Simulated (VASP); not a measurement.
Write the native input for VASP 6.6.1 that does the following.

```yaml
Task: single point
Functional: LDA
Potentials_or_basis: VASP PAW LDA potentials, release 64 (Al)
Cutoff: 520 eV
k_mesh: 1 × 1 × 1
Occupations: fermi-dirac, width 0.01 eV
Spin: collinear spin
Starting_moments: "[1.0] μB"
Dipole_correction: no
Further_INCAR_settings: ALGO = Normal; EDIFF = 1e-07; NBANDS = 12; ISYM = 0
```

The structure of Al lies in POSCAR:

```
Al
1.0
   14.0000000000      0.0000000000      0.0000000000
    0.0000000000     14.4000000000      0.0000000000
    0.0000000000      0.0000000000     14.8000000000
Al
1
Direct
    0.5000000000      0.5000000000      0.5000000000
```

One way to write it, as run:

INCAR

```
SYSTEM = Al
PREC = Accurate
ENCUT = 520
EDIFF = 1E-7
ISMEAR = -1
SIGMA = 0.01
LREAL = .False.
LASPH = .True.
NELM = 150
ALGO = Normal
ISIF = 2
LWAVE = .False.
LCHARG = .False.
ISPIN = 2
MAGMOM = 1
LORBIT = 11
GGA = CA
NBANDS = 12
ISYM = 0
```

KPOINTS

```
regular mesh
0
Gamma
  1 1 1
  0 0 0
```

Potentials or basis: VASP PAW LDA potentials, release 64 (Al).

The run is started by

```bash
$ cat potpaw_LDA.64/Al/POTCAR > POTCAR
$ mpirun -np 1 vasp_gam > vasp.out
```

It gave:

```json
{"Pressure": "0.0 GPa", "Band gap on the k mesh": "zero (filled and empty bands touch)", "Net moment": "1.00 μB per cell", "Site moments": "Al +0.15 μB", "Valence electrons inside the program's atomic spheres": "Al 0.77"}
```

It took 7.7 min on 1 thread of Intel Xeon 8259CL, with other jobs on the host, peak memory 1.6 GiB.
